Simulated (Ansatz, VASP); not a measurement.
**Si3Ge: VASP beside Ansatz**

INCAR

```
SYSTEM = Si3Ge
ALGO = Normal
EDIFF = 1E-7
ENCUT = 520
GGA = CA
ISIF = 2
ISMEAR = 0
LASPH = .TRUE.
LCHARG = .FALSE.
LREAL = .FALSE.
LWAVE = .FALSE.
NBANDS = 21
NELM = 80
PREC = Accurate
SIGMA = 0.01
```

The input KPOINTS:

```
k-points
0
G
  6 6 4
  0 0 0
```

Contents of POSCAR:

```
Si3Ge
1.0
    3.8880966193      0.0000000000      0.0000000000
    0.0000000000      3.8880966193      0.0000000000
    0.0000000000      0.0000000000      5.4836775956
Si Ge
3 1
Direct
    0.5000000000      0.0000000000      0.7548774917
    0.5000000000      0.5000000000      0.0000000000
    0.0000000000      0.5000000000      0.2451225083
    0.0000000000      0.0000000000      0.5000000000
```

Input for Ansatz:

```yaml
crystal:
  lattice:
    - [3.8880966193, 0.0, 0.0]
    - [0.0, 3.8880966193, 0.0]
    - [0.0, 0.0, 5.4836775956]
  atoms:
    - { symbol: Si, position: [0.5, 0.0, 0.7548774917] }
    - { symbol: Si, position: [0.5, 0.5, 0.0] }
    - { symbol: Si, position: [0.0, 0.5, 0.2451225083] }
    - { symbol: Ge, position: [0.0, 0.0, 0.5] }
kpoints:
  mp_grid: { grid: [6, 6, 4] }
hamiltonian:
  xc: lda
scf:
  occupations: { method: fixed }
output:
  optics: { e_range: [0, 12], de: 0.05, sigma: 0.1, bands: auto }
```

Alike in both runs: task single point; functional LDA; k mesh 6 × 6 × 4; no spin polarisation.

|  | VASP | Ansatz |
| --- | --- | --- |
| version | VASP 6.6.1 | Ansatz 0.2.0 |
| potentials or method | VASP PAW LDA potentials, release 64 (Si, Ge_d) | plane waves, PAW |
| plane-wave cutoff (eV) | 520 | 420 |
| occupations | gaussian, width 0.01 eV | fixed |
| valence electrons in the cell | 26 | 26 |

```csv
,VASP,Ansatz,Ansatz less VASP
gap on the k mesh at the Fermi level (eV),0.28,0.28,-0.001
```

LDA's correlation is that of Perdew and Zunger in VASP and of Perdew and Wang (1992) in Ansatz.
